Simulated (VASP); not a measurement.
Input of a VASP 6.6.1 run:

INCAR

```
SYSTEM = Si3B
  PREC = Accurate
  ENCUT = 520
  EDIFF = 1E-7
  ISMEAR = 0
  SIGMA = 0.1
  LREAL = .FALSE.
  LASPH = .TRUE.
  NELM = 60
  ALGO = Normal
  ISIF = 2
  LWAVE = .FALSE.
  LCHARG = .FALSE.
  GGA = PE
  NBANDS = 16
```

KPOINTS

```
regular mesh
0
G
  4 4 4
  0 0 0
```

File POSCAR:

```
Si3B
1.0
    3.6473644900      0.0000000000      0.0000000000
    0.0000000000      3.6473644900      0.0000000000
    0.0000000000      0.0000000000      3.6498870177
Si B
3 1
Direct
    0.0000000000      0.0000000000      0.5000000000
    0.0000000000      0.5000000000      0.0000000000
    0.5000000000      0.0000000000      0.0000000000
    0.5000000000      0.5000000000      0.5000000000
```

Potentials or basis: VASP PAW PBE potentials, release 64 (Si, B).

Launch:

```bash
$ cat potpaw_PBE.64/Si/POTCAR potpaw_PBE.64/B/POTCAR > POTCAR
$ mpirun -np 1 vasp_std > vasp.out
```

Estimate the pressure.

-0.1 GPa.

Stress tensor (GPa, compression positive):
```
-0.07  0.00  0.00
 0.00 -0.07  0.00
 0.00  0.00 -0.22
```

Caveat: the k points lie up to 0.43 Å⁻¹ apart.
